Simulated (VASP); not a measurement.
Runs of VASP 6.6.1 on HfO2. The structure is that of space group Fm-3m (No. 225), or close to it. The cells are those of the table. 

```csv
task,cell,k mesh,cutoff (eV),smearing,gap on the mesh (eV),pressure (GPa),relaxed volume (Å³/atom)
single point,"a = 3.605 Å, angles 60.0°, 3 atoms",8 × 8 × 8,520,gaussian 0.01 eV,3.76,-3.6,-
single point,"a = 3.604 Å, angles 60.0°, 3 atoms",8 × 8 × 8,520,gaussian 0.02 eV,3.76,-3.6,-
relaxation of cell and atoms,"relaxed from a = 3.604 Å, angles 60.0°, 3 atoms",8 × 8 × 8,600,gaussian 0.01 eV,3.80,0.0,(a)
single point,"a = 3.602 Å, angles 60.1°, 3 atoms",6 × 6 × 6,520,gaussian 0.1 eV,3.76,-3.6,-
relaxation of cell and atoms,"relaxed from a = 3.604 Å, angles 60.0°, 3 atoms",8 × 8 × 8,600,gaussian 0.02 eV,3.80,0.0,10.87
```

Alike in all rows: level PBE; potentials or basis VASP PAW PBE potentials, release 64 (Hf_pv, O); no spin polarisation.

Task: Estimate the missing entries.

Result: (a) 10.86.

Caveats: spin-orbit coupling is left out, which moves the levels of the heavy elements.

A k mesh can miss the band edges, and the runs leave out spin-orbit coupling on Hf.
